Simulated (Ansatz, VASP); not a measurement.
WC: VASP beside Ansatz

The input INCAR:

```
SYSTEM = WC
PREC = Accurate
ENCUT = 520
EDIFF = 1E-6
ISMEAR = -1
SIGMA = 0.05
LREAL = .FALSE.
LASPH = .TRUE.
NELM = 80
ALGO = Normal
ISIF = 2
LWAVE = .FALSE.
LCHARG = .FALSE.
GGA = PS
NBANDS = 16
```

The input KPOINTS:

```
regular mesh
0
G
  14 14 13
  0 0 0
```

POSCAR

```
WC
1.0
    2.8908006898      0.0000000000      0.0000000000
   -1.4454003449      2.5035068347      0.0000000000
    0.0000000000      0.0000000000      2.8195383909
W C
1 1
Direct
    0.0000000000      0.0000000000      0.0000000000
    0.6666666667      0.3333333333      0.5000000000
```

Input for Ansatz:

```yaml
crystal:
  lattice:
    - [2.8908006898, 0.0, 0.0]
    - [-1.4454003449, 2.5035068347, 0.0]
    - [0.0, 0.0, 2.8195383909]
  atoms:
    - { symbol: W, position: [0.0, 0.0, 0.0] }
    - { symbol: C, position: [0.6666666667, 0.3333333333, 0.5] }
kpoints:
  mp_grid: { grid: [14, 14, 13] }
  band_path:
    path:
      - [0.0, 0.0, 0.0]
      - [0.5, 0.0, 0.0]
      - [0.3333333333, 0.3333333333, 0.0]
      - [0.0, 0.0, 0.0]
      - [0.0, 0.0, 0.5]
      - [0.5, 0.0, 0.5]
      - [0.3333333333, 0.3333333333, 0.5]
      - [0.0, 0.0, 0.5]
      - [0.5, 0.0, 0.5]
    npoints: 5
scf:
  occupations: { method: fermi_dirac, width: 0.05 }
hamiltonian:
  xc: pbesol
  pseudopotentials: { kind: all_electron, lapw: { basis_error: 0.0005 } }
output:
  forces: true
  stress: true
  eigenvalues: true
```

Change from the starting cell: volume scaled by 0.99.

Alike in both runs: task single point; functional PBEsol; k mesh 14 × 14 × 13; occupations fermi-dirac, width 0.05 eV; no spin polarisation.

|  | VASP | Ansatz |
| --- | --- | --- |
| version | VASP 6.6.1 | Ansatz 0.2.0 |
| potentials or method | VASP PAW PBE potentials, release 64 (W_sv, C), cutoff 520 eV | all-electron LAPW, scalar-relativistic |

Ansatz gave:

- pressure (GPa): 3.5
- traceless stress, the component that is largest in VASP (GPa): 0.56

Question: Which values does VASP return?

Answer: Pressure (GPa): 4.8; traceless stress, the component that is largest in VASP (GPa): 0.82.

VASP's potentials were made for PBE, not for PBEsol. Ansatz ran all-electron here, and VASP with PAW potentials.

Neither program's run includes spin-orbit coupling.
